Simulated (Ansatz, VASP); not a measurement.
## In2O3: VASP beside Ansatz

```
In O
1.0
     2.72628    1.57402    4.90627
    -2.72628    1.57402    4.90627
     0.00000   -3.14804    4.90627
In O
4 6
Direct
  0.85619 0.85619 0.85619
  0.35619 0.35619 0.35619
  0.14381 0.14381 0.14381
  0.64381 0.64381 0.64381
  0.45314 0.04686 0.75000
  0.04686 0.75000 0.45314
  0.54686 0.95314 0.25000
  0.25000 0.54686 0.95314
  0.95314 0.25000 0.54686
  0.75000 0.45314 0.04686
```

Change from the starting cell: epitaxial_xy strain -1.0%.

Alike in both runs: task single point; functional PBE; k mesh 6 × 6 × 6; occupations fermi-dirac, width 0.02 eV; no spin polarisation.

```csv
,VASP,Ansatz
version,VASP 6.6.1,Ansatz 0.2.0
potentials or method,"VASP PAW PBE potentials, release 64 (In_d, O)","plane waves, PAW"
plane-wave cutoff (eV),520,420
valence electrons in the cell,88,88
```

|  | VASP | Ansatz | Ansatz less VASP |
| --- | --- | --- | --- |
| gap on the k mesh at the Fermi level (eV) | 1.30 | 1.31 | +0.007 |
| pressure (GPa) | 9.1 | 8.6 | -0.51 |
| traceless stress, the component that is largest in VASP (GPa) | -2.57 | -2.46 | +0.103 |
| rms of the force components (eV/Å) | 0.033 | 0.037 | +0.0041 |

Atom by atom the forces differ by 0.007 eV/Å (rms over components).
